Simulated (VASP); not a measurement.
Here is a VASP 6.6.1 calculation.

File POSCAR:

```
BaTiO3
1.0
    2.9891565017      1.6397057586      2.3314328269
   -2.9891565017      1.6397057586      2.3314328269
    0.0000000000     -3.2794115171      2.3314328269
Ba Ti O
1 1 3
Direct
    0.0027851043      0.0027851043      0.0027851043
    0.5162478494      0.5162478494      0.5162478494
    0.4897536543      0.4897536543      0.9801597377
    0.4897536543      0.9801597377      0.4897536543
    0.9801597377      0.4897536543      0.4897536543
```

INCAR.step1

```
ALGO = Normal
EDIFF = 1E-4
ENCUT = 520
GGA = PE
ISMEAR = 0
LASPH = True
LCHARG = False
LREAL = False
LWAVE = True
NBANDS = 28
NELM = 80
PREC = Accurate
SIGMA = 0.05
```

INCAR.step2

```
ALGO = Normal
EDIFF = 1E-6
ENCUT = 520
ISIF = 2
ISMEAR = 0
ISTART = 1
LASPH = True
LCHARG = True
LELF = True
LMIXTAU = True
LREAL = False
LVHAR = True
LWAVE = False
METAGGA = R2SCAN
NBANDS = 28
NELM = 80
PREC = Accurate
SIGMA = 0.05
```

File KPOINTS:

```
k-points
0
Gamma
  6 6 6
```

Potentials or basis: VASP PAW PBE potentials, release 64 (Ba_sv, Ti_sv, O).

Run with:

```bash
$ cat potpaw_PBE.64/Ba_sv/POTCAR potpaw_PBE.64/Ti_sv/POTCAR potpaw_PBE.64/O/POTCAR > POTCAR
$ cp INCAR.step1 INCAR
$ mpirun -np 1 vasp_std > vasp.out
$ cp INCAR.step2 INCAR
$ mpirun -np 1 vasp_std > vasp.out
```

Estimate the largest force.

0.472 eV/Å.

Estimate the band gap on the k mesh.

2.56 eV (least direct gap 3.01 eV).

Forces on the atoms (eV/Å):
```
Ba   0.000  0.005  0.007
Ti   0.000  0.215  0.296
O    0.000  0.084 -0.005
O    0.421 -0.152 -0.149
O   -0.421 -0.152 -0.149
```

Caveat: the cell differs from its parent crystal (strain +0.0525 x Voigt [1, 0, 0, 0, 0, 0]); the PAW data sets were made with another functional, which shifts forces and pressure a little; spin-orbit coupling is left out, which moves the levels of the heavy elements. A k mesh can miss the band edges.
